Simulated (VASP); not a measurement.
Set up this calculation in VASP 6.6.1, as the native input.

```
Task                   : single point
Functional             : PBEsol
Potentials or basis    : VASP PAW PBE potentials, release 64 (P)
Cutoff                 : 520 eV
k mesh                 : 8 × 1 × 6
Occupations            : gaussian, width 0.05 eV
Spin                   : no spin polarisation
Dipole correction      : no
Further INCAR settings : ALGO = Normal; EDIFF = 1e-06; NBANDS = 18
```

The structure of P lies in POSCAR:

```
P
1.0
    3.2837277200      0.0000000000      0.0000000000
    0.0000000000     34.8570309900      0.0000000000
    0.0000000000      0.0000000000      4.6320847100
P
4
Direct
    0.0000000000      0.9788680150      0.5921507200
    0.0000000000      0.0383451550      0.4078492800
    0.5000000000      0.0211319850      0.0921507200
    0.5000000000      0.9616548450      0.9078492800
```

This cell differs from its parent crystal: mode 4 (126.9 1/cm) frozen in, largest displacement -0.300 Å.

The input as run:

INCAR

```
PREC     = Accurate       # precision mode
ENCUT    = 520            # plane-wave cutoff, eV
EDIFF    = 1E-6           # SCF threshold, eV
ISMEAR   = 0              # smearing method
SIGMA    = 0.05           # smearing width, eV
LREAL    = F              # projectors in reciprocal space
LASPH    = T              # aspherical terms in the spheres
NELM     = 60             # most SCF steps
ALGO     = Normal         # electronic algorithm
ISIF     = 2              # what is computed and relaxed
LWAVE    = F              # write WAVECAR
LCHARG   = T              # write CHGCAR
GGA      = PS             # functional
LELF     = T              # ELF
LVHAR    = T            
NBANDS   = 18             # bands
```

KPOINTS

```
regular mesh
0
Gamma
  8 1 6
```

Potentials or basis: VASP PAW PBE potentials, release 64 (P).

Run with:

```sh
$ cat potpaw_PBE.64/P/POTCAR > POTCAR
$ mpirun -np 1 vasp_std > vasp.out
```

Results of the run:

| Property | Result |
| --- | --- |
| Largest force | 1.276 eV/Å |
| Band gap on the k mesh | 0.90 eV, indirect (least direct gap 1.91 eV) |

Caveat: the cell differs from its parent crystal (mode 4 (126.9 1/cm) frozen in, largest displacement -0.300 Å); the PAW data sets were made with another functional, which shifts forces and pressure a little.

Wall time 8.2 min on 1 thread of AMD EPYC 7R43 64-Core Processor (Zen 3), on a shared host, peak memory 0.51 GiB.
